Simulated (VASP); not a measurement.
# B (Fm-3m) in VASP: a series of runs

The runs below take B through single point, relaxation of cell and atoms, with PBE.

Program: VASP 6.6.1. These are calculated values, not measurements. Logs are shortened: lines on timing, memory, paths and dates and some standing lists are left out, and cuts for length are marked.

**1. The cell of the first run**

The structure is cubic, space group Fm-3m (No. 225). Conventional cell: a = 2.866 Å, b = 2.866 Å, c = 2.866 Å, α = 90.00°, β = 90.00°, γ = 90.00°. B (site symmetry m-3m) has 12 B at 2.03 Å within 2.7 Å.

**2. Single point, PBE**

Contents of INCAR:

```
SYSTEM = B
ALGO     = Normal         ! electronic algorithm
EDIFF    = 1E-7           ! SCF threshold, eV
ENCUT    = 520            ! plane-wave cutoff, eV
GGA      = PE             ! functional
ISIF     = 2              ! what is computed and relaxed
ISMEAR   = -1             ! smearing method
LASPH    = .True.         ! aspherical terms in the spheres
LCHARG   = .False.        ! write CHGCAR
LREAL    = .False.        ! projectors in reciprocal space
LWAVE    = .False.        ! write WAVECAR
NBANDS   = 8              ! bands
NELM     = 60             ! most SCF steps
PREC     = Accurate       ! precision mode
SIGMA    = 0.05           ! smearing width, eV
```

Contents of KPOINTS:

```
k-points
0
Gamma
  24 24 24
  0 0 0
```

Contents of POSCAR:

```
B
1.0
    0.0000000000      1.4330658715      1.4330658715
    1.4330658715      0.0000000000      1.4330658715
    1.4330658715      1.4330658715      0.0000000000
B
1
Direct
    0.0000000000      0.0000000000      0.0000000000
```

Potentials or basis: VASP PAW PBE potentials, release 64 (B).

Run with:

```sh
$ cat potpaw_PBE.64/B/POTCAR > POTCAR
$ mpirun -np 1 vasp_std > vasp.out
```

OUTCAR:

```text
SYSTEM = B
   EDIFF = 1E-7
   ENCUT = 520
   GGA = PE
   ISIF = 2
   ISMEAR = -1
   LASPH = .True.
   LREAL = .False.
   NELM = 60
   PREC = Accurate

 ion  position               nearest neighbor table
   1  0.000  0.000  0.000-

  LATTYP: Found a face centered cubic cell.
 ALAT       =     2.8661317430

  Lattice vectors:

 A1 = (   0.0000000000,   1.4330658715,   1.4330658715)
 A2 = (   1.4330658715,   0.0000000000,   1.4330658715)
 A3 = (   1.4330658715,   1.4330658715,   0.0000000000)

Analysis of symmetry for initial positions (statically):
=====================================================================
 Subroutine PRICEL returns:
 Original cell was already a primitive cell.

 Routine SETGRP: Setting up the symmetry group for a
 face centered cubic supercell.

 Subroutine GETGRP returns: Found 48 space group operations
 (whereof 48 operations were pure point group operations)
 out of a pool of 48 trial point group operations.

The static configuration has the point symmetry O_h .

Analysis of symmetry for dynamics (positions and initial velocities):
=====================================================================
 Subroutine PRICEL returns:
 Original cell was already a primitive cell.

 Routine SETGRP: Setting up the symmetry group for a
 face centered cubic supercell.

 Subroutine GETGRP returns: Found 48 space group operations
 (whereof 48 operations were pure point group operations)
 out of a pool of 48 trial point group operations.

The dynamic configuration has the point symmetry O_h .

 Subroutine INISYM returns: Found 48 space group operations
 (whereof 48 operations are pure point group operations),
 and found     1 'primitive' translations

----------------------------------------------------------------------------------------

                                     Primitive cell

  volume of cell :       5.8861

  direct lattice vectors                    reciprocal lattice vectors
     0.000000000  1.433065871  1.433065871    -0.348902315  0.348902315  0.348902315
     1.433065871  0.000000000  1.433065871     0.348902315 -0.348902315  0.348902315
     1.433065871  1.433065871  0.000000000     0.348902315  0.348902315 -0.348902315

  length of vectors
     2.026661191  2.026661191  2.026661191     0.604316536  0.604316536  0.604316536

  position of ions in fractional coordinates (direct lattice)
     0.000000000  0.000000000  0.000000000

  ion indices of the primitive-cell ions
   primitive index   ion index
                 1           1

----------------------------------------------------------------------------------------

 KPOINTS: k-points

Automatic generation of k-mesh.
 Grid dimensions read from file:
 generate k-points for:   24   24   24

 Generating k-lattice:

  Cartesian coordinates                     Fractional coordinates (reciprocal lattice)
    -0.014537596  0.014537596  0.014537596     0.041666667  0.000000000  0.000000000
     0.014537596 -0.014537596  0.014537596     0.000000000  0.041666667  0.000000000
     0.014537596  0.014537596 -0.014537596     0.000000000  0.000000000  0.041666667

  Length of vectors
     0.025179856  0.025179856  0.025179856

  Shift w.r.t. Gamma in fractional coordinates (k-lattice)
     0.000000000  0.000000000  0.000000000

 Subroutine IBZKPT returns following result:
 ===========================================

 Found    413 irreducible k-points:

 Following reciprocal coordinates:
            Coordinates               Weight
  0.000000  0.000000  0.000000      1.000000
  0.041667  0.000000  0.000000      8.000000
  0.083333  0.000000  0.000000      8.000000
  0.125000  0.000000  0.000000      8.000000
  0.166667  0.000000  0.000000      8.000000
  0.208333  0.000000  0.000000      8.000000
[... 16 lines left out ...]
  0.416667  0.041667  0.000000     24.000000
  0.458333  0.041667  0.000000     24.000000
 [... further k-points ...]
   k-points           NKPTS =    413   k-points in BZ     NKDIM =    413   number of bands    NBANDS=      8
   number of dos      NEDOS =    301   number of ions     NIONS =      1
   total plane-waves  NPLWV =   4096
   dimension x,y,z NGX =    16 NGY =   16 NGZ =   16
   dimension x,y,z NGXF=    32 NGYF=   32 NGZF=   32
   ions per type =               1
   NGX,Y,Z   is equivalent  to a cutoff of  13.12, 13.12, 13.12 a.u.
   NGXF,Y,Z  is equivalent  to a cutoff of  26.25, 26.25, 26.25 a.u.
 SYSTEM =  B
   PREC   = accura    normal or accurate (medium, high low for compatibility)
   ISTART =      0    job   : 0-new  1-cont  2-samecut
   ICHARG =      2    charge: 1-file 2-atom 10-const
   ISPIN  =      1    spin polarized calculation?
   LNONCOLLINEAR =      F non collinear calculations
   LSORBIT =      F    spin-orbit coupling
   LASPH  =      T    aspherical Exc in radial PAW
   ENCUT  =  520.0 eV  38.22 Ry    6.18 a.u.   3.77  3.77  3.77*2*pi/ulx,y,z
   NELM   =     60;   NELMIN=  2; NELMDL= -5     # of ELM steps
   EDIFF  = 0.1E-06   stopping-criterion for ELM
   LREAL  =      F    real-space projection
   EDIFFG = 0.1E-05   stopping-criterion for IOM
   NSW    =      0    number of steps for IOM
   IBRION =     -1    ionic relax: 0-MD 1-quasi-New 2-CG
   NFREE  =      0    steps in history (QN), initial steepest desc. (CG)
   ISIF   =      2    stress and relaxation
   ISYM   =      2    0-nonsym 1-usesym 2-fastsym
   POTIM  = 0.5000    time-step for ionic-motion
   TEBEG  =    0.0;   TEEND  =   0.0 temperature during run
   PSTRESS=    0.0 pullay stress
   NELECT =       3.0000    total number of electrons
   NUPDOWN=      -1.0000    fix difference up-down
   EMIN   =  10.00;   EMAX   =-10.00  energy-range for DOS
   EFERMI =   0.00;   METHOD = LEGACY
   ISMEAR =    -1;   SIGMA  =   0.05  broadening in eV -4-tet -1-fermi 0-gaus
   EFERMI_NEDOS =   21; number of points for ismear=-14 and -15
   IALGO  =     38    algorithm
   IMIX   =      4    mixing-type and parameters
     AMIX     =   0.40;   BMIX     =  1.00
     AMIX_MAG =   1.60;   BMIX_MAG =  1.00
  volume/ion in A,a.u.               =       5.89        39.72
  Fermi-wavevector in a.u.,A,eV,Ry     =   1.307693  2.471181 23.266788  1.710061
  Thomas-Fermi vector in A             =   2.438410
   LORBIT       =      0    0 simple, 1 ext, 2 COOP (PROOUT), +10 PAW based schemes
   GGA     = PE    functional components
[... 5 lines left out ...]
 non-spin polarized calculation
  energy-cutoff  :      520.00
  volume of cell :        5.89
 maximum number of plane-waves:       169
   NGX =  7   NGY =  7   NGZ =  7

 number of electron       3.0000000 magnetization

 Free energy of the ion-electron system (eV)
  ---------------------------------------------------
  ext. energy  EPLUGINS =         0.00000000
  ---------------------------------------------------
  free energy    TOTEN  =        -5.35037262 eV

  energy without entropy =       -5.34830643  energy(sigma->0) =       -5.34933952

 E-fermi :  10.5668     XC(G=0): -13.0225

 val. band max:       10.5614296654   @ k =   0.5000   0.4583   0.0000
 cond. band min:      10.5998530667   @ k =  -0.4583   0.4583   0.0417
 fundamental gap:      0.0384234013
 Fermi energy:        10.5667603716

 k-point     1 :       0.0000    0.0000    0.0000
  band No.  band energies     occupation
      1      -8.6262      2.00000
      2      26.5680      0.00000
      3      26.5680      0.00000
      4      26.5680      0.00000
      5      43.0625      0.00000
      6      43.0625      0.00000
      7      43.0625      0.00000
      8      46.8109      0.00000

 k-point     2 :       0.0417    0.0000    0.0000
  band No.  band energies     occupation
      1      -8.5503      2.00000
      2      26.1914      0.00000
      3      26.4887      0.00000
      4      26.4887      0.00000
      5      42.0931      0.00000
      6      43.2398      0.00000
      7      43.2398      0.00000
      8      48.3085      0.00000

 k-point     3 :       0.0833    0.0000    0.0000
  band No.  band energies     occupation
      1      -8.3227      2.00000
      2      25.0913      0.00000
      3      26.2660      0.00000
      4      26.2660      0.00000
      5      40.8312      0.00000
      6      43.7217      0.00000
      7      43.7217      0.00000
      8      50.8933      0.00000

 k-point     4 :       0.1250    0.0000    0.0000
  band No.  band energies     occupation
      1      -7.9434      2.00000
      2      23.3800      0.00000
      3      25.9386      0.00000
      4      25.9386      0.00000
      5      40.0895      0.00000
      6      44.3347      0.00000
      7      44.3347      0.00000
      8      50.4622      0.00000

 k-point     5 :       0.1667    0.0000    0.0000
  band No.  band energies     occupation
      1      -7.4129      2.00000
      2      21.2452      0.00000
      3      25.5533      0.00000
      4      25.5533      0.00000
      5      39.8820      0.00000
      6      44.7158      0.00000
      7      44.7158      0.00000
      8      48.8991      0.00000

 k-point     6 :       0.2083    0.0000    0.0000
  band No.  band energies     occupation
      1      -6.7320      2.00000
      2      18.8778      0.00000
      3      25.1526      0.00000
      4      25.1526      0.00000
      5      40.0897      0.00000
      6      44.4587      0.00000
      7      44.4587      0.00000
      8      47.4408      0.00000

 k-point     7 :       0.2500    0.0000    0.0000
  band No.  band energies     occupation
      1      -5.9026      2.00000
      2      16.4237      0.00000
      3      24.7695      0.00000
      4      24.7695      0.00000
      5      40.5911      0.00000
      6      43.6460      0.00000
      7      43.6460      0.00000
      8      46.1576      0.00000

 k-point     8 :       0.2917    0.0000    0.0000
  band No.  band energies     occupation
      1      -4.9283      2.00000
      2      13.9808      0.00000
      3      24.4264      0.00000
      4      24.4264      0.00000
      5      41.2803      0.00000
      6      42.6491      0.00000
      7      42.6491      0.00000
      8      45.0789      0.00000

 k-point     9 :       0.3333    0.0000    0.0000
  band No.  band energies     occupation
      1      -3.8171      2.00000
      2      11.6156      0.00000
      3      24.1374      0.00000
      4      24.1374      0.00000
      5      41.7009      0.00000
      6      41.7009      0.00000
      7      42.0327      0.00000
      8      44.2501      0.00000

 k-point    10 :       0.3750    0.0000    0.0000
  band No.  band energies     occupation
      1      -2.5866      2.00000
      2       9.3821      2.00000
      3      23.9098      0.00000
      4      23.9098      0.00000
      5      40.9063      0.00000
      6      40.9063      0.00000
      7      42.5724      0.00000
      8      43.8596      0.00000
[... 78 lines left out ...]
 k-point    18 :       0.2083    0.0417    0.0000
  band No.  band energies     occupation
      1      -6.9080      2.00000
      2      19.7085      0.00000
      3      24.5129      0.00000
      4      25.7352      0.00000
      5      39.4568      0.00000
      6      43.6836      0.00000
      7      45.4354      0.00000
      8      47.8793      0.00000

 k-point    19 :       0.2500    0.0417    0.0000
  band No.  band energies     occupation
      1      -6.1278      2.00000
      2      17.2812      0.00000
      3      24.1145      0.00000
      4      25.3434      0.00000
      5      39.8476      0.00000
      6      42.6090      0.00000
      7      44.8286      0.00000
      8      47.6106      0.00000

 k-point    20 :       0.2917    0.0417    0.0000
  band No.  band energies     occupation
      1      -5.2010      2.00000
      2      14.8325      0.00000
      3      23.7855      0.00000
      4      24.9423      0.00000
      5      40.1069      0.00000
      6      41.9158      0.00000
      7      43.8740      0.00000
      8      46.8236      0.00000

 k-point    21 :       0.3333    0.0417    0.0000
  band No.  band energies     occupation
      1      -4.1338      2.00000
      2      12.4391      0.00000
      3      23.5376      0.00000
      4      24.5549      0.00000
      5      39.6954      0.00000
      6      42.1972      0.00000
      7      42.8546      0.00000
      8      45.9831      0.00000

 k-point    22 :       0.3750    0.0417    0.0000
  band No.  band energies     occupation
      1      -2.9392      2.00000
      2      10.1575      1.99944
      3      23.3765      0.00000
      4      24.1968      0.00000
      5      39.0606      0.00000
      6      41.9204      0.00000
      7      42.9661      0.00000
      8      45.2686      0.00000

 k-point    23 :       0.4167    0.0417    0.0000
  band No.  band energies     occupation
      1      -1.6500      2.00000
      2       8.0470      2.00000
      3      23.3032      0.00000
      4      23.8790      0.00000
      5      38.5591      0.00000
      6      41.1447      0.00000
      7      43.7744      0.00000
      8      44.7388      0.00000

 k-point    24 :       0.4583    0.0417    0.0000
  band No.  band energies     occupation
      1      -0.3645      2.00000
      2       6.2231      2.00000
      3      23.3150      0.00000
      4      23.6106      0.00000
      5      38.2688      0.00000
      6      40.5671      0.00000
      7      44.2741      0.00000
      8      44.5603      0.00000

 [... further k-points ...]
[... 5 lines left out ...]
  --------------------------------------------------------------------------------------
  -------------------------------------------------------------------------------------
  Total        0.0010830      0.0010830      0.0010830      0.0000000     -0.0000000      0.0000000
  in kB        0.2947880      0.2947880      0.2947880      0.0000000     -0.0000000      0.0000000
  external PRESSURE =       0.2947880 kB  Pullay stress =       0.0000000 kB

 VOLUME and BASIS-vectors are now :
 -----------------------------------------------------------------------------
  energy-cutoff  :      520.00
  volume of cell :        5.89
      direct lattice vectors                 reciprocal lattice vectors
     0.000000000  1.433065871  1.433065871    -0.348902315  0.348902315  0.348902315
     1.433065871  0.000000000  1.433065871     0.348902315 -0.348902315  0.348902315
     1.433065871  1.433065871  0.000000000     0.348902315  0.348902315 -0.348902315

 POSITION                                       TOTAL-FORCE (eV/Angst)
 -----------------------------------------------------------------------------------
      0.00000      0.00000      0.00000         0.000000      0.000000      0.000000
 -----------------------------------------------------------------------------------
    total drift:                                0.000000     -0.000000     -0.000000

  FREE ENERGIE OF THE ION-ELECTRON SYSTEM (eV)
  ---------------------------------------------------
  free  energy   TOTEN  =        -5.3503726169 eV

  energy  without entropy=       -5.3483064286  energy(sigma->0) =       -5.34933952
```

Run time: 3.9 s. Hardware: 1 thread of Intel Xeon 6975P-C (Granite Rapids), shared host; peak memory 0.12 GiB.

Results:

| Item | Value |
| --- | --- |
| Free energy | -5.3504 eV |
| Pressure | 0.0 GPa |

**3. Single point, PBE**

Contents of INCAR:

```
ALGO = Normal
EDIFF = 1E-7
ENCUT = 520
GGA = PE
ISIF = 2
ISMEAR = -1
LASPH = T
LCHARG = F
LREAL = F
LWAVE = F
NBANDS = 8
NELM = 80
PREC = Accurate
SIGMA = 0.05
```

Contents of KPOINTS:

```
k-points
0
Gamma
  24 24 24
```

POSCAR is that of step 2.

Potentials or basis: VASP PAW PBE potentials, release 64 (B).

Run with:

```sh
$ cat potpaw_PBE.64/B/POTCAR > POTCAR
$ mpirun -np 1 vasp_std > vasp.out
```

Wall time 3.8 s (1 thread of Intel Xeon 6975P-C (Granite Rapids), shared host); peak memory 0.12 GiB.

Results (log left out):

```
Free energy : -5.3504 eV
Pressure    : 0.0 GPa
```

Levels at points of the mesh, in eV from the Fermi level:
```
           k point  band 1  band 2  band 3  band 4  band 5
(0.00, 0.00, 0.00)  -19.19   16.00   16.00   16.00   32.50
(0.50, 0.00, 0.00)  -10.01   -5.65   13.05   13.05   29.26
(0.50, 0.50, 0.00)   -7.21   -0.26    6.11    6.11   16.01
```

**4. Relaxation of cell and atoms, PBE**

This run uses another cell than the first one, of 6.50 Å³/atom, 1.104 times its volume.

Contents of INCAR:

```
PREC = Accurate
ENCUT = 600
EDIFF = 1E-7
ISMEAR = -1
SIGMA = 0.05
LREAL = False
LASPH = True
NELM = 60
ALGO = Normal
ISIF = 3
LWAVE = False
LCHARG = False
GGA = PE
IBRION = 2
NSW = 60
EDIFFG = -0.005
```

Contents of KPOINTS:

```
Automatic mesh
0
Gamma
  24 24 24
```

Contents of POSCAR:

```
B
1.0
    0.0000000000      1.4812480342      1.4812480342
    1.4812480342      0.0000000000      1.4812480342
    1.4812480342      1.4812480342      0.0000000000
B
1
Direct
    0.0000000000      0.0000000000      0.0000000000
```

Run with:

```sh
$ cat potpaw_PBE.64/B/POTCAR > POTCAR
$ mpirun -np 1 vasp_std > vasp.out
```

It took 9.8 s on 1 thread of Intel Xeon 6975P-C (Granite Rapids), shared host; peak memory 0.13 GiB.

The run converged. Its results:

```
Free energy                            : -5.3521 eV
Relaxed volume                         : 5.88 Å³/atom
Relaxed cell                           : a = 2.027 Å, b = 2.027 Å, c = 2.027 Å, α = 60.00°, β = 60.00°, γ = 60.00°
Space group after relaxing (to 0.05 Å) : Fm-3m (No. 225)
Energy gained by relaxing              : 46.2 meV/atom
Ionic steps                            : 3
Pressure after relaxing                : 0.0 GPa
```

The path:
```
step  energy change (eV)  largest force (eV/Å)  pressure (GPa)  volume (Å³)
   1              0.0000                0.0000          -22.26         6.50
   2             -0.0402                0.0000            9.95         5.69
   3             -0.0462                0.0000            0.03         5.88
```

Final structure:
```
CELL_PARAMETERS angstrom
0.00000 1.43297 1.43297
1.43297 0.00000 1.43297
1.43297 1.43297 0.00000
ATOMIC_POSITIONS crystal
B 0.00000 0.00000 0.00000
```

Levels at points of the mesh, in eV from the Fermi level:
```csv
k point,band 1,band 2,band 3,band 4,band 5
"(0.00, 0.00, 0.00)",-19.19,16.00,16.00,16.00,32.50
"(0.50, 0.00, 0.00)",-10.01,-5.65,13.05,13.05,29.26
"(0.50, 0.50, 0.00)",-7.21,-0.26,6.11,6.11,16.01
```
